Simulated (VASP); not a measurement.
Write the native input for VASP 6.6.1 that does the following.

| Property | Result |
| --- | --- |
| Task | relaxation of cell and atoms |
| Functional | LDA |
| Potentials or basis | VASP PAW LDA potentials, release 64 (Pt) |
| Cutoff | 600 eV |
| k mesh | 14 × 14 × 14 |
| Occupations | fermi-dirac, width 0.1 eV |
| Spin | no spin polarisation |
| Dipole correction | no |
| Further INCAR settings | ALGO = Normal; EDIFF = 1e-06; IBRION = 2; EDIFFG = -0.01; NSW = 80; ISIF = 3 |

The structure of Pt lies in POSCAR:

```
Pt
1.0
    0.0000000000      1.9615500000      1.9615500000
    1.9615500000      0.0000000000      1.9615500000
    1.9615500000      1.9615500000      0.0000000000
Pt
1
Direct
    0.0000000000      0.0000000000      0.0000000000
```

The input as run:

INCAR

```
  PREC = Accurate
  ENCUT = 600
  EDIFF = 1E-6
  ISMEAR = -1
  SIGMA = 0.1
  LREAL = False
  LASPH = True
  NELM = 60
  ALGO = Normal
  ISIF = 3
  LWAVE = False
  LCHARG = False
  GGA = CA
  IBRION = 2
  NSW = 80
  EDIFFG = -0.01
```

KPOINTS

```
Automatic mesh
0
Gamma
  14 14 14
```

Potentials or basis: VASP PAW LDA potentials, release 64 (Pt).

Launch:

```bash
$ cat potpaw_LDA.64/Pt/POTCAR > POTCAR
$ mpirun -np 1 vasp_std > vasp.out
```

Results of the run:

- Relaxed volume: 14.81 Å³/atom
- Relaxed cell: a = 2.757 Å, b = 2.757 Å, c = 2.757 Å, α = 60.00°, β = 60.00°, γ = 60.00°
- Space group after relaxing (to 0.05 Å): Fm-3m (No. 225)
- Energy gained by relaxing: 4.9 meV/atom
- Ionic steps: 4
- Pressure after relaxing: 0.0 GPa
- Band gap on the k mesh: zero (band 5 reaches 12.01 eV, above the bottom of band 6 at 9.70 eV)

Caveat: spin-orbit coupling is left out, which moves the levels of the heavy elements.

It took 19 s on 1 thread of Intel(R) Xeon(R) Platinum 8488C (Sapphire Rapids), with other jobs on the host, peak memory 0.16 GiB.
